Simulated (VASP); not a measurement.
# CdS (P6_3mc) in VASP: further runs, part 2 of 2

VASP 6.6.1. The steps go on from the part before.

## Step 4: Electric field gradients, PBEsol (23.98 Å³/atom)

This run uses another cell than the first one, of 23.98 Å³/atom.

File INCAR:

```
  ALGO = Normal
  EDIFF = 1E-8
  ENCUT = 520
  GGA = PS
  ISIF = 2
  ISMEAR = -1
  LASPH = T
  LCHARG = F
  LEFG = T
  LREAL = F
  LWAVE = F
  NBANDS = 26
  NELM = 60
  PREC = Accurate
  SIGMA = 0.01
```

File KPOINTS:

```
k-points
0
Gamma
  7 7 4
```

File POSCAR:

```
CdS
1.0
    4.0789166881      0.0000000000      0.0000000000
   -2.0394583441      3.5324454719      0.0000000000
    0.0000000000      0.0000000000      6.6577861159
Cd S
2 2
Direct
    0.3333333333      0.6666666667      0.0000000000
    0.6666666667      0.3333333333      0.5000000000
    0.3333333333      0.6666666667      0.3850000000
    0.6666666667      0.3333333333      0.8850000000
```

Potentials or basis: VASP PAW PBE potentials, release 64 (Cd, S).

Command:

```console
$ cat potpaw_PBE.64/Cd/POTCAR potpaw_PBE.64/S/POTCAR > POTCAR
$ mpirun -np 1 vasp_std > vasp.out
```

OUTCAR:

```text
EDIFF = 1E-8
   ENCUT = 520
   GGA = PS
   ISIF = 2
   ISMEAR = -1
   LASPH = T
   LREAL = F
   NELM = 60
   PREC = Accurate

 ion  position               nearest neighbor table
   1  0.333  0.667  0.000-   4 2.48   4 2.48   4 2.48   3 2.56
   2  0.667  0.333  0.500-   3 2.48   3 2.48   3 2.48   4 2.56
   3  0.333  0.667  0.385-   2 2.48   2 2.48   2 2.48   1 2.56
   4  0.667  0.333  0.885-   1 2.48   1 2.48   1 2.48   2 2.56

  LATTYP: Found a hexagonal cell.
 ALAT       =     4.0789166881
 C/A-ratio  =     1.6322437120

  Lattice vectors:

 A1 = (   4.0789166881,   0.0000000000,   0.0000000000)
 A2 = (  -2.0394583441,   3.5324454719,   0.0000000000)
 A3 = (   0.0000000000,   0.0000000000,   6.6577861159)

Analysis of symmetry for initial positions (statically):
=====================================================================
 Subroutine PRICEL returns:
 Original cell was already a primitive cell.

 Routine SETGRP: Setting up the symmetry group for a
 hexagonal supercell.

 Subroutine GETGRP returns: Found 12 space group operations
 (whereof  6 operations were pure point group operations)
 out of a pool of 24 trial point group operations.

The static configuration has the point symmetry C_3v.
 The point group associated with its full space group is C_6v.

Analysis of symmetry for dynamics (positions and initial velocities):
=====================================================================
 Subroutine PRICEL returns:
 Original cell was already a primitive cell.

 Routine SETGRP: Setting up the symmetry group for a
 hexagonal supercell.

 Subroutine GETGRP returns: Found 12 space group operations
 (whereof  6 operations were pure point group operations)
 out of a pool of 24 trial point group operations.

The dynamic configuration has the point symmetry C_3v.
 The point group associated with its full space group is C_6v.

 Subroutine INISYM returns: Found 12 space group operations
 (whereof  6 operations are pure point group operations),
 and found     1 'primitive' translations

----------------------------------------------------------------------------------------

                                     Primitive cell

  volume of cell :      95.9290

  direct lattice vectors                    reciprocal lattice vectors
     4.078916688  0.000000000  0.000000000     0.245163134  0.141545002  0.000000000
    -2.039458344  3.532445472  0.000000000     0.000000000  0.283090003  0.000000000
     0.000000000  0.000000000  6.657786116     0.000000000  0.000000000  0.150200079

  length of vectors
     4.078916688  4.078916688  6.657786116     0.283090003  0.283090003  0.150200079

  position of ions in fractional coordinates (direct lattice)
     0.333333333  0.666666667  0.000000000
     0.666666667  0.333333333  0.500000000
     0.333333333  0.666666667  0.385000000
[... 88 lines left out ...]
   TEBEG  =    0.0;   TEEND  =   0.0 temperature during run
   PSTRESS=    0.0 pullay stress
   NELECT =      36.0000    total number of electrons
   NUPDOWN=      -1.0000    fix difference up-down
   EMIN   =  10.00;   EMAX   =-10.00  energy-range for DOS
   EFERMI =   0.00;   METHOD = LEGACY
   ISMEAR =    -1;   SIGMA  =   0.01  broadening in eV -4-tet -1-fermi 0-gaus
   EFERMI_NEDOS =   21; number of points for ismear=-14 and -15
   IALGO  =     38    algorithm
   IMIX   =      4    mixing-type and parameters
     AMIX     =   0.40;   BMIX     =  1.00
     AMIX_MAG =   1.60;   BMIX_MAG =  1.00
  volume/ion in A,a.u.               =      23.98       161.84
  Fermi-wavevector in a.u.,A,eV,Ry     =   1.180843  2.231470 18.971841  1.394391
  Thomas-Fermi vector in A             =   2.317128
   LORBIT       =      0    0 simple, 1 ext, 2 COOP (PROOUT), +10 PAW based schemes
   GGA     = PS    functional components
   LHFCALC =     F    Hartree Fock is set to
   AEXX    =    0.0000 exact exchange contribution
   IVDW    =     0    specifies the selected vdW correction
   LEPSILON=     F    determine dielectric tensor
   LRPA    =     F    only Hartree local field effects (RPA)
 non-spin polarized calculation
  energy-cutoff  :      520.00
  volume of cell :       95.93
 maximum number of plane-waves:      2609
   NGX = 15   NGY = 15   NGZ = 25

 number of electron      36.0000022 magnetization

 Free energy of the ion-electron system (eV)
  ---------------------------------------------------
  ext. energy  EPLUGINS =         0.00000000
  ---------------------------------------------------
  free energy    TOTEN  =       -13.58700721 eV

  energy without entropy =      -13.58700721  energy(sigma->0) =      -13.58700721

 E-fermi :   1.7403     XC(G=0):  -9.5288

 val. band max:        1.5062527906   @ k =   0.0000   0.0000   0.0000
 cond. band min:       2.6844679877   @ k =   0.0000   0.0000   0.0000
 fundamental gap:      1.1782151971
 Fermi energy:         1.7403471908

 k-point     1 :       0.0000    0.0000    0.0000
  band No.  band energies     occupation
      1     -11.1034      2.00000
      2     -10.6408      2.00000
      3      -6.3604      2.00000
      4      -6.3604      2.00000
      5      -6.2839      2.00000
      6      -6.2839      2.00000
[... 685 lines left out ...]
     25      10.1411      0.00000
     26      10.1411      0.00000

------------------------ aborting loop because EDIFF is reached ----------------------------------------

  FORCE on cell =-STRESS in cart. coord.  units (eV):
  Direction    XX          YY          ZZ          XY          YZ          ZX
  --------------------------------------------------------------------------------------
  -------------------------------------------------------------------------------------
  Total        2.0594708      2.0594708      0.4250674     -0.0000000      0.0000000      0.0000000
  in kB       34.3966445     34.3966445      7.0993442     -0.0000000      0.0000000      0.0000000
  external PRESSURE =      25.2975444 kB  Pullay stress =       0.0000000 kB

 VOLUME and BASIS-vectors are now :
 -----------------------------------------------------------------------------
  energy-cutoff  :      520.00
  volume of cell :       95.93
      direct lattice vectors                 reciprocal lattice vectors
     4.078916688  0.000000000  0.000000000     0.245163134  0.141545002  0.000000000
    -2.039458344  3.532445472  0.000000000     0.000000000  0.283090003  0.000000000
     0.000000000  0.000000000  6.657786116     0.000000000  0.000000000  0.150200079

 POSITION                                       TOTAL-FORCE (eV/Angst)
 -----------------------------------------------------------------------------------
     -0.00000      2.35496      0.00000         0.000000     -0.000000      0.299167
      2.03946      1.17748      3.32889        -0.000000      0.000000      0.299167
     -0.00000      2.35496      2.56325         0.000000      0.000000     -0.299167
      2.03946      1.17748      5.89214        -0.000000      0.000000     -0.299167
 -----------------------------------------------------------------------------------
    total drift:                               -0.000000      0.000000      0.000245

  FREE ENERGIE OF THE ION-ELECTRON SYSTEM (eV)
  ---------------------------------------------------
  free  energy   TOTEN  =       -13.5870072060 eV

  energy  without entropy=      -13.5870072060  energy(sigma->0) =      -13.58700721

 Electric field gradients (V/A^2)
---------------------------------------------------------------------
 ion       V_xx      V_yy      V_zz      V_xy      V_xz      V_yz
---------------------------------------------------------------------
   1     -18.646   -18.644    37.290     0.002     0.000    -0.000
   2     -18.646   -18.644    37.290     0.002    -0.000     0.000
   3       2.911     2.911    -5.822     0.000     0.000    -0.000
   4       2.911     2.911    -5.822     0.000    -0.000     0.000
---------------------------------------------------------------------

 Electric field gradients after diagonalization (V/A^2)
 (convention: |V_zz| > |V_xx| > |V_yy|)
----------------------------------------------------------------------
 ion       V_xx      V_yy      V_zz     asymmetry (V_yy - V_xx)/ V_zz
----------------------------------------------------------------------
   1     -18.648   -18.643    37.290       0.000
   2     -18.648   -18.643    37.290       0.000
   3       2.912     2.911    -5.822       0.000
   4       2.912     2.911    -5.822       0.000
----------------------------------------------------------------------

           NMR quadrupolar parameters

 Cq : quadrupolar parameter    Cq=e*Q*V_zz/h
 eta: asymmetry parameters     (V_yy - V_xx)/ V_zz
 Q  : nuclear electric quadrupole moment in mb (millibarn)
----------------------------------------------------------------------
 ion       Cq(MHz)       eta       Q (mb)
----------------------------------------------------------------------
   1       0.090       0.000       1.000
   2       0.090       0.000       1.000
   3      -0.014       0.000       1.000
   4      -0.014       0.000       1.000
----------------------------------------------------------------------
```

Wall time 36 s (1 thread of Intel Xeon 6975P-C (Granite Rapids), shared host); peak memory 0.21 GiB.

What came out:

| Quantity | Value |
| --- | --- |
| Free energy | -13.5870 eV |
| Pressure | 2.5 GPa |
| Largest force | 0.299 eV/Å |
| Band gap on the k mesh | 1.18 eV |
| Largest electric field gradient by atom | Cd +37.3; S -5.8 V/Å² |

Forces on the atoms (eV/Å):
```
Cd   0.000  0.000  0.299
Cd   0.000  0.000  0.299
S    0.000  0.000 -0.299
S    0.000  0.000 -0.299
```

Stress tensor (GPa, compression positive):
```
3.44 0.00 0.00
0.00 3.44 0.00
0.00 0.00 0.71
```

Levels at points of the mesh, in eV from the valence-band top:
| k point | band 16 | band 17 | band 18 | band 19 | band 20 | band 21 |
| --- | --- | --- | --- | --- | --- | --- |
| (0.00, 0.00, 0.00) | -0.06 | 0.00 | 0.00 | 1.18 | 2.65 | 6.37 |
| (0.00, 0.00, 0.50) | -0.40 | -0.40 | -0.40 | 2.80 | 2.80 | 6.05 |

Electric field gradients, principal values (V/Å²):
| atom | least | middle | greatest (by size) |
| --- | --- | --- | --- |
| 1 Cd | -18.643 | -18.648 | 37.290 |
| 2 Cd | -18.643 | -18.648 | 37.290 |
| 3 S | 2.911 | 2.912 | -5.822 |
| 4 S | 2.911 | 2.912 | -5.822 |

Caveat: without QUAD_EFG the Cq values of the log hold for a quadrupole moment of 1 mb, not for the nuclei; the PAW data sets were made with another functional, which shifts forces and pressure a little.
